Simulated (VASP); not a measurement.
# Ir4Cl in VASP: further runs

Ir4Cl is run at these levels: PBE; tasks: single point.

Everything below comes from runs of VASP 6.6.1. Logs are shortened: lines on timing, memory, paths and dates and some standing lists are left out, and cuts for length are marked.

**1. The cell of the first run**

The cell holds a slab with vacuum, 5 atoms: a = 2.737 Å, b = 3.870 Å, c = 19.460 Å, α = 90.00°, β = 90.00°, γ = 90.00°.

**2. Single point, PBE**

File INCAR:

```
SYSTEM = Ir4Cl
ALGO = Fast
DIPOL = 0.5 0.5 0.351
EDIFF = 1E-7
ENCUT = 520
GGA = PE
IDIPOL = 3
ISIF = 2
ISMEAR = 0
LASPH = .True.
LCHARG = .False.
LDIPOL = .True.
LREAL = .False.
LWAVE = .False.
NBANDS = 30
NELM = 60
PREC = Accurate
SIGMA = 0.1
```

File KPOINTS:

```
k-points
0
Gamma
  10 7 1
  0 0 0
```

File POSCAR:

```
Ir4Cl
1.0
    2.7367600872      0.0000000000      0.0000000000
    0.0000000000      3.8703632323      0.0000000000
    0.0000000000      0.0000000000     19.4599433730
Ir Cl
4 1
Direct
    0.5000000000      0.5000000000      0.2055504440
    0.0000000000      0.0000000000      0.2758682254
    0.5000000000      0.5000000000      0.3454282605
    0.0000000000      0.0000000000      0.4090424736
    0.3333333333      0.1250000000      0.5179002126
```

Potentials or basis: VASP PAW PBE potentials, release 64 (Ir, Cl).

The run is started by

```console
> cat potpaw_PBE.64/Ir/POTCAR potpaw_PBE.64/Cl/POTCAR > POTCAR
> mpirun -np 1 vasp_std > vasp.out
```

OUTCAR:

```text
SYSTEM = Ir4Cl
   EDIFF = 1E-7
   ENCUT = 520
   GGA = PE
   ISIF = 2
   ISMEAR = 0
   LASPH = .True.
   LREAL = .False.
   NELM = 60
   PREC = Accurate

 ion  position               nearest neighbor table
   1  0.500  0.500  0.206-   3 2.72   2 2.74   2 2.74   2 2.74   2 2.74
   2  0.000  0.000  0.276-   4 2.59   3 2.73   3 2.73   3 2.73   3 2.73   1 2.74   1 2.74   1 2.74
                             1 2.74
   3  0.500  0.500  0.345-   4 2.67   4 2.67   4 2.67   4 2.67   1 2.72   2 2.73   2 2.73   2 2.73
                             2 2.73
   4  0.000  0.000  0.409-   5 2.36   2 2.59   3 2.67   3 2.67   3 2.67   3 2.67   5 2.84
   5  0.333  0.125  0.518-   4 2.36   4 2.84

  LATTYP: Found a simple orthorhombic cell.
 ALAT       =     2.7367600872
 B/A-ratio  =     1.4142135624
 C/A-ratio  =     7.1105770155

  Lattice vectors:

 A1 = (   2.7367600872,   0.0000000000,   0.0000000000)
 A2 = (   0.0000000000,   3.8703632323,   0.0000000000)
 A3 = (   0.0000000000,   0.0000000000,  19.4599433730)

Analysis of symmetry for initial positions (statically):
=====================================================================
 Subroutine PRICEL returns:
 Original cell was already a primitive cell.

 Routine SETGRP: Setting up the symmetry group for a
 simple orthorhombic supercell.

 Subroutine GETGRP returns: Found  1 space group operations
 (whereof  1 operations were pure point group operations)
 out of a pool of  8 trial point group operations.

The static configuration has the point symmetry C_1 .

Analysis of symmetry for dynamics (positions and initial velocities):
=====================================================================
 Subroutine PRICEL returns:
 Original cell was already a primitive cell.

 Routine SETGRP: Setting up the symmetry group for a
 simple orthorhombic supercell.

 Subroutine GETGRP returns: Found  1 space group operations
 (whereof  1 operations were pure point group operations)
 out of a pool of  8 trial point group operations.

The dynamic configuration has the point symmetry C_1 .

 Subroutine INISYM returns: Found  1 space group operations
 (whereof  1 operations are pure point group operations),
 and found     1 'primitive' translations

----------------------------------------------------------------------------------------

                                     Primitive cell

  volume of cell :     206.1247

  direct lattice vectors                    reciprocal lattice vectors
     2.736760087  0.000000000  0.000000000     0.365395566  0.000000000  0.000000000
[... 103 lines left out ...]
   NELECT =      43.0000    total number of electrons
   NUPDOWN=      -1.0000    fix difference up-down
   EMIN   =  10.00;   EMAX   =-10.00  energy-range for DOS
   EFERMI =   0.00;   METHOD = LEGACY
   ISMEAR =     0;   SIGMA  =   0.10  broadening in eV -4-tet -1-fermi 0-gaus
   EFERMI_NEDOS =   21; number of points for ismear=-14 and -15
   IALGO  =     68    algorithm
   IMIX   =      4    mixing-type and parameters
     AMIX     =   0.40;   BMIX     =  1.00
     AMIX_MAG =   1.60;   BMIX_MAG =  1.00
  volume/ion in A,a.u.               =      41.22       278.20
  Fermi-wavevector in a.u.,A,eV,Ry     =   0.970929  1.834790 12.826265  0.942704
  Thomas-Fermi vector in A             =   2.101105
   LORBIT       =      0    0 simple, 1 ext, 2 COOP (PROOUT), +10 PAW based schemes
   GGA     = PE    functional components
   LHFCALC =     F    Hartree Fock is set to
   AEXX    =    0.0000 exact exchange contribution
   IVDW    =     0    specifies the selected vdW correction
   LEPSILON=     F    determine dielectric tensor
   LRPA    =     F    only Hartree local field effects (RPA)
 non-spin polarized calculation
 RMM-DIIS sequential band-by-band and
 Gauss-broadening in eV      SIGMA  =   0.10
  energy-cutoff  :      520.00
  volume of cell :      206.12
 maximum number of plane-waves:      5602
   NGX = 11   NGY = 15   NGZ = 73

 dipolmoment           0.000000      0.000000     -0.002457 electrons x Angstroem

 number of electron      42.9999995 magnetization

 dipolmoment           0.000000      0.000000      0.048347 electrons x Angstroem

 Free energy of the ion-electron system (eV)
  ---------------------------------------------------
  ext. energy  EPLUGINS =         0.00000000
  ---------------------------------------------------
  free energy    TOTEN  =       -34.14291527 eV

  energy without entropy =      -34.10077510  energy(sigma->0) =      -34.12184518

 E-fermi :  -0.3116     XC(G=0):  -5.7884

 val. band max:       -0.3208270378   @ k =   0.2000  -0.1429   0.0000
 cond. band min:      -0.2979480381   @ k =   0.2000   0.1429   0.0000
 fundamental gap:      0.0228789997
 Fermi energy:        -0.3116266832

 k-point     1 :       0.0000    0.0000    0.0000
  band No.  band energies     occupation
      1     -16.3010      2.00000
      2      -9.8622      2.00000
      3      -7.3639      2.00000
      4      -7.1105      2.00000
      5      -6.1376      2.00000
      6      -5.8288      2.00000
[... 781 lines left out ...]
     29       6.5376      0.00000
     30       7.1271      0.00000

 [... further k-points ...]

------------------------ aborting loop because EDIFF is reached ----------------------------------------

 vacuum level on the upper side and lower side of the slab       (xc-potential included)         0.394        -0.413

  FORCE on cell =-STRESS in cart. coord.  units (eV):
  Direction    XX          YY          ZZ          XY          YZ          ZX
  --------------------------------------------------------------------------------------
  -------------------------------------------------------------------------------------
  Total       -3.2669521     -3.4541408      0.4985454      0.0487907     -0.4563311     -0.0116634
  in kB      -25.3935448    -26.8485351      3.8751213      0.3792431     -3.5469953     -0.0906582
  external PRESSURE =     -16.1223195 kB  Pullay stress =       0.0000000 kB

 VOLUME and BASIS-vectors are now :
 -----------------------------------------------------------------------------
  energy-cutoff  :      520.00
  volume of cell :      206.12
      direct lattice vectors                 reciprocal lattice vectors
     2.736760087  0.000000000  0.000000000     0.365395566  0.000000000  0.000000000
     0.000000000  3.870363232  0.000000000     0.000000000  0.258373682  0.000000000
     0.000000000  0.000000000 19.459943373     0.000000000  0.000000000  0.051387611

 POSITION                                       TOTAL-FORCE (eV/Angst)
 -----------------------------------------------------------------------------------
      1.36838      1.93518      4.00000        -0.017561      0.007151      1.043977
      0.00000      0.00000      5.36838        -0.089361     -0.106825     -1.531397
      1.36838      1.93518      6.72201         0.089386      0.279378     -0.551451
      0.00000      0.00000      7.95994         0.113003     -0.009895      1.027566
      0.91225      0.48380     10.07831        -0.095468     -0.169809      0.011305
 -----------------------------------------------------------------------------------
    total drift:                               -0.000267     -0.000039     -0.000978

  FREE ENERGIE OF THE ION-ELECTRON SYSTEM (eV)
  ---------------------------------------------------
  free  energy   TOTEN  =       -34.1429152656 eV

  energy  without entropy=      -34.1007750958  energy(sigma->0) =      -34.12184518

 vacuum level on the upper side and lower side of the slab         5.592         4.763
```

It took 12 min on 1 thread of Oxide Virtual Turin-like, shared host; peak memory 0.36 GiB.

What came out:

```yaml
Free_energy: -34.1429 eV
Largest_force: 1.538 eV/Å
Band_gap_on_the_k_mesh: zero (an odd number of electrons rules out a gap without spin polarisation)
```

Forces in eV/Å, atoms in the order of the input:
```
Ir  -0.018  0.007  1.044
Ir  -0.089 -0.107 -1.531
Ir   0.089  0.279 -0.551
Ir   0.113 -0.010  1.028
Cl  -0.095 -0.170  0.011
```

Caveat: spin-orbit coupling is left out, which moves the levels of the heavy elements.

**3. Single point, PBE**

File INCAR:

```
SYSTEM = Ir4Cl
ALGO = Fast ; DIPOL = 0.5 0.5 0.348
EDIFF = 1E-6 ; ENCUT = 520
GGA = PE ; IDIPOL = 3
ISIF = 2 ; ISMEAR = 0
LASPH = .True. ; LCHARG = .False.
LDIPOL = .True. ; LREAL = .False.
LWAVE = .False. ; NBANDS = 30
NELM = 60 ; PREC = Accurate
SIGMA = 0.1
```

KPOINTS is that of step 2.

Changes to POSCAR since step 2:

```diff
@@ -12,2 +12,2 @@
     0.0000000000      0.0000000000      0.4090424736
-    0.3333333333      0.1250000000      0.5179002126
+    0.3333333333      0.3750000000      0.5048770086
```

Potentials or basis: VASP PAW PBE potentials, release 64 (Ir, Cl).

The run is started by

```console
> cat potpaw_PBE.64/Ir/POTCAR potpaw_PBE.64/Cl/POTCAR > POTCAR
> mpirun -np 1 vasp_std > vasp.out
```

OUTCAR:

```text
SYSTEM = Ir4Cl
   EDIFF = 1E-6
   ENCUT = 520
   GGA = PE
   ISIF = 2
   ISMEAR = 0
   LASPH = .True.
   LREAL = .False.
   NELM = 60
   PREC = Accurate

 ion  position               nearest neighbor table
   1  0.500  0.500  0.206-   3 2.72   2 2.74   2 2.74   2 2.74   2 2.74
   2  0.000  0.000  0.276-   4 2.59   3 2.73   3 2.73   3 2.73   3 2.73   1 2.74   1 2.74   1 2.74
                             1 2.74
   3  0.500  0.500  0.345-   4 2.67   4 2.67   4 2.67   4 2.67   1 2.72   2 2.73   2 2.73   2 2.73
                             2 2.73
   4  0.000  0.000  0.409-   5 2.53   2 2.59   3 2.67   3 2.67   3 2.67   3 2.67   5 2.99
   5  0.333  0.375  0.505-   4 2.53   4 2.99

  LATTYP: Found a simple orthorhombic cell.
 ALAT       =     2.7367600872
[... 1003 lines left out ...]
  Total       -3.7011390     -3.8515160      0.4753525     -0.3567736     -1.2284857     -1.0924731
  in kB      -28.7684162    -29.9372749      3.6948461     -2.7731495     -9.5488410     -8.4916346
  external PRESSURE =     -18.3369484 kB  Pullay stress =       0.0000000 kB

 VOLUME and BASIS-vectors are now :
 -----------------------------------------------------------------------------
  energy-cutoff  :      520.00
  volume of cell :      206.12
      direct lattice vectors                 reciprocal lattice vectors
     2.736760087  0.000000000  0.000000000     0.365395566  0.000000000  0.000000000
     0.000000000  3.870363232  0.000000000     0.000000000  0.258373682  0.000000000
     0.000000000  0.000000000 19.459943373     0.000000000  0.000000000  0.051387611

 POSITION                                       TOTAL-FORCE (eV/Angst)
 -----------------------------------------------------------------------------------
      1.36838      1.93518      4.00000        -0.008311      0.004253      1.100596
      0.00000      0.00000      5.36838        -0.151367     -0.216402     -1.513902
      1.36838      1.93518      6.72201         0.282073      0.563148     -0.766543
      0.00000      0.00000      7.95994         0.504491      0.225979      1.177870
      0.91225      1.45139      9.82488        -0.626885     -0.576978      0.001979
 -----------------------------------------------------------------------------------
    total drift:                               -0.000366     -0.000044     -0.000183

  FREE ENERGIE OF THE ION-ELECTRON SYSTEM (eV)
  ---------------------------------------------------
  free  energy   TOTEN  =       -33.7592222224 eV

  energy  without entropy=      -33.7172704437  energy(sigma->0) =      -33.73824633

 vacuum level on the upper side and lower side of the slab         5.449         4.666
```

OSZICAR:

```text
N       E                     dE             d eps       ncg     rms          rms(c)
DAV:   1     0.408781588989E+03    0.40878E+03   -0.16897E+04  2160   0.119E+03
DAV:   2     0.824488132535E+01   -0.40054E+03   -0.36521E+03  2286   0.354E+02
DAV:   3    -0.341994957092E+02   -0.42444E+02   -0.39141E+02  2864   0.106E+02
[... 20 lines left out ...]
RMM:  24    -0.337592044550E+02   -0.18075E-04   -0.28794E-06  1762   0.648E-03    0.508E-03
RMM:  25    -0.337592136084E+02   -0.91534E-05   -0.13478E-06  1580   0.535E-03    0.377E-03
RMM:  26    -0.337592173852E+02   -0.37768E-05   -0.55724E-07  1463   0.402E-03    0.226E-03
RMM:  27    -0.337592201914E+02   -0.28062E-05   -0.39424E-07  1429   0.307E-03    0.139E-03
RMM:  28    -0.337592218967E+02   -0.17053E-05   -0.28558E-07  1284   0.245E-03    0.768E-04
RMM:  29    -0.337592222224E+02   -0.32568E-06   -0.80568E-08   980   0.178E-03
   1 F= -.33759222E+02 E0= -.33738246E+02  d E =-.419518E-01
```

stdout:

```text
POSCAR found type information on POSCAR IrCl
 POSCAR found :  2 types and       5 ions
 scaLAPACK will be used
 LDA part: xc-table for (Slater+PW92), standard interpolation
 POSCAR, INCAR and KPOINTS ok, starting setup
 FFT: planning ... GRIDC
 FFT: planning ... GRID_SOFT
 FFT: planning ... GRID
 WAVECAR not read
 entering main loop
```

It took 11 min on 1 thread of Oxide Virtual Turin-like, shared host; peak memory 0.36 GiB.

Results:

```
Free energy            : -33.7592 eV
Largest force          : 1.537 eV/Å
Band gap on the k mesh : zero (an odd number of electrons rules out a gap without spin polarisation)
```

Forces in eV/Å, atoms in the order of the input:
```
Ir  -0.008  0.004  1.101
Ir  -0.151 -0.216 -1.514
Ir   0.282  0.563 -0.767
Ir   0.504  0.226  1.178
Cl  -0.627 -0.577  0.002
```

Caveat: spin-orbit coupling is left out, which moves the levels of the heavy elements.

**4. Single point, PBE**

File INCAR:

```
  PREC = Accurate
  ENCUT = 520
  EDIFF = 1E-6
  ISMEAR = 0
  SIGMA = 0.1
  LREAL = F
  LASPH = T
  NELM = 60
  ALGO = Fast
  ISIF = 2
  LWAVE = F
  LCHARG = F
  LDIPOL = T
  IDIPOL = 3
  DIPOL = 0.5 0.5 0.352
  GGA = PE
  NBANDS = 30
```

File KPOINTS:

```
regular mesh
0
Gamma
  10 7 1
```

Changes to POSCAR since step 3:

```diff
@@ -12,2 +12,2 @@
     0.0000000000      0.0000000000      0.4090424736
-    0.3333333333      0.3750000000      0.5048770086
+    0.1666666667      0.1250000000      0.5217142072
```

The run is started by

```console
> cat potpaw_PBE.64/Ir/POTCAR potpaw_PBE.64/Cl/POTCAR > POTCAR
> mpirun -np 1 vasp_std > vasp.out
```

It took 15 min on 1 thread of Oxide Virtual Turin-like, shared host; peak memory 0.36 GiB.

It converged, with:

```
Free energy            : -34.4363 eV
Largest force          : 1.478 eV/Å
Band gap on the k mesh : zero (an odd number of electrons rules out a gap without spin polarisation)
```

Forces on the atoms (eV/Å):
```
Ir  -0.055  0.014  1.056
Ir  -0.093 -0.134 -1.469
Ir   0.029  0.240 -0.449
Ir   0.969  0.009  0.834
Cl  -0.850 -0.129  0.028
```

Levels at points of the mesh, in eV from the Fermi level:
| k point | band 18 | band 19 | band 20 | band 21 | band 22 | band 23 | band 24 | band 25 | band 26 | band 27 |
| --- | --- | --- | --- | --- | --- | --- | --- | --- | --- | --- |
| (0.00, 0.00, 0.00) | -1.59 | -0.98 | -0.71 | -0.11 | 0.03 | 0.23 | 0.34 | 0.67 | 1.38 | 2.87 |
| (0.50, 0.00, 0.00) | -0.21 | -0.05 | 0.41 | 0.52 | 0.91 | 1.09 | 1.17 | 2.87 | 3.03 | 3.15 |

Caveat: spin-orbit coupling is left out, which moves the levels of the heavy elements.

**5. Overview**

| cell | further INCAR settings | gap on the mesh (eV) | largest force (eV/Å) |
| --- | --- | --- | --- |
| as given, atomic positions A | ALGO = Fast; EDIFF = 1e-07; NBANDS = 30 | none | 1.54 |
| as given, atomic positions B | ALGO = Fast; EDIFF = 1e-06; NBANDS = 30 | none | 1.54 |
| as given, atomic positions C | ALGO = Fast; EDIFF = 1e-06; NBANDS = 30 | none | 1.48 |

Alike in all rows: task single point; level PBE; potentials or basis VASP PAW PBE potentials, release 64 (Ir, Cl); no spin polarisation; k mesh 10 × 7 × 1; cutoff (eV) 520; smearing gaussian 0.1 eV.

Caveats: spin-orbit coupling is left out, which moves the levels of the heavy elements.

Absolute energies hang on the potentials; compare differences alone.

The gap in the log of VASP goes by the Fermi energy; the results here count the filled bands.